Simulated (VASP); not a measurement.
A run of VASP 6.6.1 is set up as follows.

INCAR

```
SYSTEM = Tl
  PREC = Accurate
  ENCUT = 520
  EDIFF = 1E-7
  ISMEAR = -1
  SIGMA = 0.1
  LREAL = .FALSE.
  LASPH = .TRUE.
  NELM = 100
  ALGO = Normal
  ISIF = 2
  LWAVE = .FALSE.
  LCHARG = .FALSE.
  GGA = RP
  NBANDS = 12
```

File KPOINTS:

```
regular mesh
0
G
  11 11 11
  0 0 0
```

The input POSCAR:

```
Tl
1.0
    0.0000000000      2.5589372917      2.5589372917
    2.5589372917      0.0000000000      2.5589372917
    2.5589372917      2.5589372917      0.0000000000
Tl
1
Direct
    0.0000000000      0.0000000000      0.0000000000
```

Potentials or basis: VASP PAW PBE potentials, release 64 (Tl_d).

Launch:

```bash
$ cat potpaw_PBE.64/Tl_d/POTCAR > POTCAR
$ mpirun -np 1 vasp_std > vasp.out
```

(1) Estimate the pressure.

(2) Estimate the band gap on the k mesh.

## Answers

(1) 0.0 GPa.

(2) zero (an odd number of electrons rules out a gap without spin polarisation).

Caveat: the PAW data sets were made with another functional, which shifts forces and pressure a little; spin-orbit coupling is left out, which moves the levels of the heavy elements.
